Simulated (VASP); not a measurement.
# SnC3 (I4/mmm) in VASP: single point with PBE

Aim: the single point of SnC3 with PBE.

Program: VASP 6.6.1. These are calculated values, not measurements. Logs are shortened: lines on timing, memory, paths and dates and some standing lists are left out, and cuts for length are marked.

### Step 1. The cell of the first run

It takes space group I4/mmm (No. 139, tetragonal). Conventional cell: a = 3.873 Å, b = 3.873 Å, c = 8.309 Å, α = 90.00°, β = 90.00°, γ = 90.00°. Within 3.6 Å of Sn (site symmetry 4/mmm) lie 12 C at 2.74 to 2.84 Å. Within 3.6 Å of C (site symmetry -4m2) lie 8 C at 2.74 to 2.84 Å and 4 Sn at 2.84 Å. C (site symmetry 4/mmm) has 4 Sn at 2.74 Å and 8 C at 2.84 Å within 3.6 Å.

The cell was built from a structure type or drawn by symmetry, and may not be a known phase.

### Step 2. Single point, PBE

INCAR

```
SYSTEM = SnC3
ALGO     = Normal         ! electronic algorithm
EDIFF    = 1E-6           ! SCF threshold, eV
ENCUT    = 520            ! plane-wave cutoff, eV
GGA      = PE             ! functional
ISIF     = 2              ! what is computed and relaxed
ISMEAR   = 0              ! smearing method
LASPH    = .True.         ! aspherical terms in the spheres
LCHARG   = .False.        ! write CHGCAR
LREAL    = .False.        ! projectors in reciprocal space
LWAVE    = .False.        ! write WAVECAR
NBANDS   = 21             ! bands
NELM     = 60             ! most SCF steps
PREC     = Accurate       ! precision mode
SIGMA    = 0.1            ! smearing width, eV
```

KPOINTS

```
k-points
0
Gamma
  6 6 6
  0 0 0
```

POSCAR

```
SnC3
1.0
   -1.9362531200      1.9362531200      4.1542585500
    1.9362531200     -1.9362531200      4.1542585500
    1.9362531200      1.9362531200     -4.1542585500
Sn C
1 3
Direct
    0.0000000000      0.0000000000      0.0000000000
    0.7500000000      0.2500000000      0.5000000000
    0.2500000000      0.7500000000      0.5000000000
    0.5000000000      0.5000000000      0.0000000000
```

Potentials or basis: VASP PAW PBE potentials, release 64 (Sn_d, C).

Launch:

```sh
$ cat potpaw_PBE.64/Sn_d/POTCAR potpaw_PBE.64/C/POTCAR > POTCAR
$ mpirun -np 1 vasp_std > vasp.out
```

OUTCAR:

```text
SYSTEM = SnC3
   EDIFF = 1E-6
   ENCUT = 520
   GGA = PE
   ISIF = 2
   ISMEAR = 0
   LASPH = .True.
   LREAL = .False.
   NELM = 60
   PREC = Accurate

 ion  position               nearest neighbor table
   1  0.000  0.000  0.000-   4 2.74   4 2.74   4 2.74   4 2.74   3 2.84   2 2.84   3 2.84   3 2.84
                             2 2.84   2 2.84   3 2.84   2 2.84
   2  0.750  0.250  0.500-   1 2.84   1 2.84   1 2.84   1 2.84
   3  0.250  0.750  0.500-   1 2.84   1 2.84   1 2.84   1 2.84
   4  0.500  0.500  0.000-   1 2.74   1 2.74   1 2.74   1 2.74

  LATTYP: Found a body centered tetragonal cell.
 ALAT       =     3.8725062400
 C/A-ratio  =     2.1455141929

  Lattice vectors:

 A1 = (  -1.9362531200,   1.9362531200,   4.1542585500)
 A2 = (   1.9362531200,  -1.9362531200,   4.1542585500)
 A3 = (   1.9362531200,   1.9362531200,  -4.1542585500)

Analysis of symmetry for initial positions (statically):
=====================================================================
 Subroutine PRICEL returns:
 Original cell was already a primitive cell.

 Routine SETGRP: Setting up the symmetry group for a
 body centered tetragonal supercell.

 Subroutine GETGRP returns: Found 16 space group operations
 (whereof 16 operations were pure point group operations)
 out of a pool of 16 trial point group operations.

The static configuration has the point symmetry D_4h.

Analysis of symmetry for dynamics (positions and initial velocities):
=====================================================================
 Subroutine PRICEL returns:
 Original cell was already a primitive cell.

 Routine SETGRP: Setting up the symmetry group for a
 body centered tetragonal supercell.

 Subroutine GETGRP returns: Found 16 space group operations
 (whereof 16 operations were pure point group operations)
 out of a pool of 16 trial point group operations.

The dynamic configuration has the point symmetry D_4h.

 Subroutine INISYM returns: Found 16 space group operations
 (whereof 16 operations are pure point group operations),
 and found     1 'primitive' translations

----------------------------------------------------------------------------------------

                                     Primitive cell

  volume of cell :      62.2985

  direct lattice vectors                    reciprocal lattice vectors
    -1.936253120  1.936253120  4.154258550     0.000000000  0.258230701  0.120358421
     1.936253120 -1.936253120  4.154258550     0.258230701  0.000000000  0.120358421
     1.936253120  1.936253120 -4.154258550     0.258230701  0.258230701  0.000000000

  length of vectors
     4.975541819  4.975541819  4.975541819     0.284902166  0.284902166  0.365193359

  position of ions in fractional coordinates (direct lattice)
     0.000000000  0.000000000  0.000000000
     0.750000000  0.250000000  0.500000000
     0.250000000  0.750000000  0.500000000
     0.500000000  0.500000000  0.000000000

  ion indices of the primitive-cell ions
   primitive index   ion index
                 1           1
                 2           2
                 3           3
                 4           4

----------------------------------------------------------------------------------------

 KPOINTS: k-points

Automatic generation of k-mesh.
 Grid dimensions read from file:
 generate k-points for:    6    6    6

 Generating k-lattice:

  Cartesian coordinates                     Fractional coordinates (reciprocal lattice)
     0.000000000  0.043038450  0.020059737     0.166666667  0.000000000 -0.000000000
     0.043038450  0.000000000  0.020059737     0.000000000  0.166666667 -0.000000000
     0.043038450  0.043038450  0.000000000     0.000000000  0.000000000  0.166666667

  Length of vectors
     0.047483694  0.047483694  0.060865560

  Shift w.r.t. Gamma in fractional coordinates (k-lattice)
     0.000000000  0.000000000  0.000000000

 Subroutine IBZKPT returns following result:
 ===========================================

 Found     30 irreducible k-points:

 Following reciprocal coordinates:
            Coordinates               Weight
  0.000000  0.000000  0.000000      1.000000
  0.166667  0.000000 -0.000000      8.000000
  0.333333  0.000000 -0.000000      8.000000
  0.500000  0.000000 -0.000000      4.000000
  0.166667  0.166667  0.000000      8.000000
  0.333333  0.166667 -0.000000     16.000000
[... 16 lines left out ...]
 -0.333333 -0.333333  0.166667      8.000000
 -0.166667 -0.333333  0.166667      8.000000
 [... further k-points ...]
   k-points           NKPTS =     30   k-points in BZ     NKDIM =     30   number of bands    NBANDS=     21
   number of dos      NEDOS =    301   number of ions     NIONS =      4
   total plane-waves  NPLWV =  64000
   dimension x,y,z NGX =    40 NGY =   40 NGZ =   40
   dimension x,y,z NGXF=    80 NGYF=   80 NGZF=   80
   ions per type =               1   3
   NGX,Y,Z   is equivalent  to a cutoff of  13.37, 13.37, 13.37 a.u.
   NGXF,Y,Z  is equivalent  to a cutoff of  26.73, 26.73, 26.73 a.u.
 SYSTEM =  SnC3
   PREC   = accura    normal or accurate (medium, high low for compatibility)
   ISTART =      0    job   : 0-new  1-cont  2-samecut
   ICHARG =      2    charge: 1-file 2-atom 10-const
   ISPIN  =      1    spin polarized calculation?
   LNONCOLLINEAR =      F non collinear calculations
   LSORBIT =      F    spin-orbit coupling
   LASPH  =      T    aspherical Exc in radial PAW
   ENCUT  =  520.0 eV  38.22 Ry    6.18 a.u.   9.25  9.25  9.25*2*pi/ulx,y,z
   NELM   =     60;   NELMIN=  2; NELMDL= -5     # of ELM steps
   EDIFF  = 0.1E-05   stopping-criterion for ELM
   LREAL  =      F    real-space projection
   EDIFFG = 0.1E-04   stopping-criterion for IOM
   NSW    =      0    number of steps for IOM
   IBRION =     -1    ionic relax: 0-MD 1-quasi-New 2-CG
   NFREE  =      0    steps in history (QN), initial steepest desc. (CG)
   ISIF   =      2    stress and relaxation
   ISYM   =      2    0-nonsym 1-usesym 2-fastsym
   POTIM  = 0.5000    time-step for ionic-motion
   TEBEG  =    0.0;   TEEND  =   0.0 temperature during run
   PSTRESS=    0.0 pullay stress
   NELECT =      26.0000    total number of electrons
   NUPDOWN=      -1.0000    fix difference up-down
   EMIN   =  10.00;   EMAX   =-10.00  energy-range for DOS
   EFERMI =   0.00;   METHOD = LEGACY
   ISMEAR =     0;   SIGMA  =   0.10  broadening in eV -4-tet -1-fermi 0-gaus
   EFERMI_NEDOS =   21; number of points for ismear=-14 and -15
   IALGO  =     38    algorithm
   IMIX   =      4    mixing-type and parameters
     AMIX     =   0.40;   BMIX     =  1.00
     AMIX_MAG =   1.60;   BMIX_MAG =  1.00
  volume/ion in A,a.u.               =      15.57       105.10
  Fermi-wavevector in a.u.,A,eV,Ry     =   1.223414  2.311917 20.364400  1.496741
  Thomas-Fermi vector in A             =   2.358525
   LORBIT       =      0    0 simple, 1 ext, 2 COOP (PROOUT), +10 PAW based schemes
   GGA     = PE    functional components
   LHFCALC =     F    Hartree Fock is set to
   AEXX    =    0.0000 exact exchange contribution
   IVDW    =     0    specifies the selected vdW correction
   LEPSILON=     F    determine dielectric tensor
   LRPA    =     F    only Hartree local field effects (RPA)
 non-spin polarized calculation
 Gauss-broadening in eV      SIGMA  =   0.10
  energy-cutoff  :      520.00
  volume of cell :       62.30
 maximum number of plane-waves:      1694
 NGX is ok and might be reduce to    40
   NGX = 19   NGY = 19   NGZ = 19

 number of electron      25.9999998 magnetization

 Free energy of the ion-electron system (eV)
  ---------------------------------------------------
  ext. energy  EPLUGINS =         0.00000000
  ---------------------------------------------------
  free energy    TOTEN  =       -16.62604162 eV

  energy without entropy =      -16.60429204  energy(sigma->0) =      -16.61516683

 E-fermi :   4.4579     XC(G=0): -10.3889

 val. band max:        4.4573524337   @ k =   0.5000   0.5000   0.3333
 cond. band min:       4.4794961080   @ k =   0.0000   0.0000   0.0000
 fundamental gap:      0.0221436743
 Fermi energy:         4.4578698656

 k-point     1 :       0.0000    0.0000    0.0000
  band No.  band energies     occupation
      1     -16.6993      2.00000
      2     -16.6772      2.00000
      3     -16.6573      2.00000
      4     -16.6563      2.00000
      5     -16.6563      2.00000
      6      -8.0695      2.00000
[... 13 lines left out ...]
     20      11.5602      0.00000
     21      11.5602      0.00000

 k-point     2 :       0.1667    0.0000   -0.0000
  band No.  band energies     occupation
      1     -16.6932      2.00000
      2     -16.6726      2.00000
      3     -16.6613      2.00000
      4     -16.6601      2.00000
      5     -16.6555      2.00000
      6      -7.7874      2.00000
[... 13 lines left out ...]
     20      10.9755      0.00000
     21      11.0336      0.00000

 k-point     3 :       0.3333    0.0000   -0.0000
  band No.  band energies     occupation
      1     -16.6859      2.00000
      2     -16.6694      2.00000
      3     -16.6685      2.00000
      4     -16.6576      2.00000
      5     -16.6540      2.00000
      6      -6.9610      2.00000
[... 13 lines left out ...]
     20       9.8521      0.00000
     21      10.9009      0.00000
[... 457 lines left out ...]
 k-point    23 :      -0.3333   -0.3333    0.1667
  band No.  band energies     occupation
      1     -16.6862      2.00000
      2     -16.6692      2.00000
      3     -16.6653      2.00000
      4     -16.6582      2.00000
      5     -16.6570      2.00000
      6      -6.8228      2.00000
[... 13 lines left out ...]
     20      10.3802      0.00000
     21      11.3492      0.00000

 k-point    24 :      -0.1667   -0.3333    0.1667
  band No.  band energies     occupation
      1     -16.6939      2.00000
      2     -16.6719      2.00000
      3     -16.6612      2.00000
      4     -16.6586      2.00000
      5     -16.6541      2.00000
      6      -7.3885      2.00000
[... 13 lines left out ...]
     20      10.8795      0.00000
     21      11.0606      0.00000

 [... further k-points ...]

------------------------ aborting loop because EDIFF is reached ----------------------------------------

  FORCE on cell =-STRESS in cart. coord.  units (eV):
  Direction    XX          YY          ZZ          XY          YZ          ZX
  --------------------------------------------------------------------------------------
  -------------------------------------------------------------------------------------
  Total       -7.4863951     -7.4863951     -7.2582519      0.0000000      0.0000000      0.0000000
  in kB     -192.5331662   -192.5331662   -186.6658387      0.0000000      0.0000000      0.0000000
  external PRESSURE =    -190.5773904 kB  Pullay stress =       0.0000000 kB

 VOLUME and BASIS-vectors are now :
 -----------------------------------------------------------------------------
  energy-cutoff  :      520.00
  volume of cell :       62.30
      direct lattice vectors                 reciprocal lattice vectors
    -1.936253120  1.936253120  4.154258550     0.000000000  0.258230701  0.120358421
     1.936253120 -1.936253120  4.154258550     0.258230701  0.000000000  0.120358421
     1.936253120  1.936253120 -4.154258550     0.258230701  0.258230701  0.000000000

 POSITION                                       TOTAL-FORCE (eV/Angst)
 -----------------------------------------------------------------------------------
      0.00000      0.00000      0.00000         0.000000      0.000000     -0.000000
      0.00000      1.93625      2.07713        -0.000000     -0.000000      0.000000
      1.93625      0.00000      2.07713         0.000000      0.000000      0.000000
      0.00000      0.00000      4.15426         0.000000      0.000000     -0.000000
 -----------------------------------------------------------------------------------
    total drift:                               -0.000000     -0.000000      0.000000

  FREE ENERGIE OF THE ION-ELECTRON SYSTEM (eV)
  ---------------------------------------------------
  free  energy   TOTEN  =       -16.6260416222 eV

  energy  without entropy=      -16.6042920433  energy(sigma->0) =      -16.61516683
```

Wall time 57 s (1 thread of Intel Xeon 8259CL, shared host); peak memory 0.25 GiB.

Results:

```
Free energy            : -16.6260 eV
Pressure               : -19.1 GPa
Band gap on the k mesh : zero (bands 13 and 14 overlap by 2.13 eV)
```

Stress tensor (GPa, compression positive):
```
-19.25   0.00   0.00
  0.00 -19.25   0.00
  0.00   0.00 -18.67
```

Caveat: the cell stands under tension; spin-orbit coupling is left out, which moves the levels of the heavy elements.
